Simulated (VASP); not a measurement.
Wanted: the native input for a VASP 6.6.1 run.

```yaml
Task: single point
Functional: PBEsol
Potentials_or_basis: VASP PAW PBE potentials, release 64 (Ru_pv)
Cutoff: 520 eV
k_mesh: 16 × 16 × 16
Occupations: fermi-dirac, width 0.1 eV
Spin: no spin polarisation
Dipole_correction: no
Further_INCAR_settings: ALGO = Normal; EDIFF = 1e-06; NBANDS = 13
```

The structure of Ru lies in POSCAR:

```
Ru
1.0
    0.0000000000      1.9339885449      1.9339885449
    1.9339885449      0.0000000000      1.9339885449
    1.9339885449      1.9339885449      0.0000000000
Ru
1
Direct
    0.0000000000      0.0000000000      0.0000000000
```

This cell differs from its parent crystal: volume scaled by 1.08.

These files were run (other wordings do the same):

INCAR

```
SYSTEM = Ru
  ALGO = Normal
  EDIFF = 1E-6
  ENCUT = 520
  GGA = PS
  ISIF = 2
  ISMEAR = -1
  LASPH = .TRUE.
  LCHARG = .FALSE.
  LREAL = .FALSE.
  LWAVE = .FALSE.
  NBANDS = 13
  NELM = 80
  PREC = Accurate
  SIGMA = 0.1
```

KPOINTS

```
k-points
0
G
  16 16 16
  0 0 0
```

Potentials or basis: VASP PAW PBE potentials, release 64 (Ru_pv).

Run with:

```sh
$ cat potpaw_PBE.64/Ru_pv/POTCAR > POTCAR
$ mpirun -np 1 vasp_std > vasp.out
```

Results of the run:

| Item | Value |
| --- | --- |
| Pressure | -21.9 GPa |
| Band gap on the k mesh | zero (band 7 reaches 13.54 eV, above the bottom of band 8 at 10.27 eV) |

Caveat: the PAW data sets were made with another functional, which shifts forces and pressure a little.

It took 8.7 s on 1 thread of Intel(R) Xeon(R) 6975P-C (Granite Rapids), with other jobs on the host, peak memory 0.14 GiB.
